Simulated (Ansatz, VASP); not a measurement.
## W: VASP beside Ansatz

```xyz
8
Lattice="5.0830 0.0000 0.0000 0.0000 5.0830 0.0000 0.0000 0.0000 5.0830" Properties=species:S:1:pos:R:3 pbc="T T T"
W     0.0000    0.0000    0.0000
W     2.5415    2.5415    2.5415
W     0.0000    2.5415    1.2708
W     0.0000    2.5415    3.8123
W     1.2708    0.0000    2.5415
W     3.8123    0.0000    2.5415
W     2.5415    3.8123    0.0000
W     2.5415    1.2708    0.0000
```

Alike in both runs: task relaxation of cell and atoms; functional PBE; k mesh 5 × 5 × 5; occupations fermi-dirac, width 0.1 eV; no spin polarisation.

|  | VASP | Ansatz |
| --- | --- | --- |
| version | VASP 6.6.1 | Ansatz 0.2.0 |
| potentials or method | VASP PAW PBE potentials, release 64 (W_sv), cutoff 600 eV | plane waves (420 eV) with PAW, scalar-relativistic |
| valence electrons in the cell | 112 | 112 |

```tsv
	VASP	Ansatz	Ansatz less VASP
relaxed volume (Å³/atom)	16.40	16.37	-0.034
relaxed cell length with the largest relative difference (Å)	5.082	5.078	-0.0035
```

Spin-orbit coupling is off throughout.
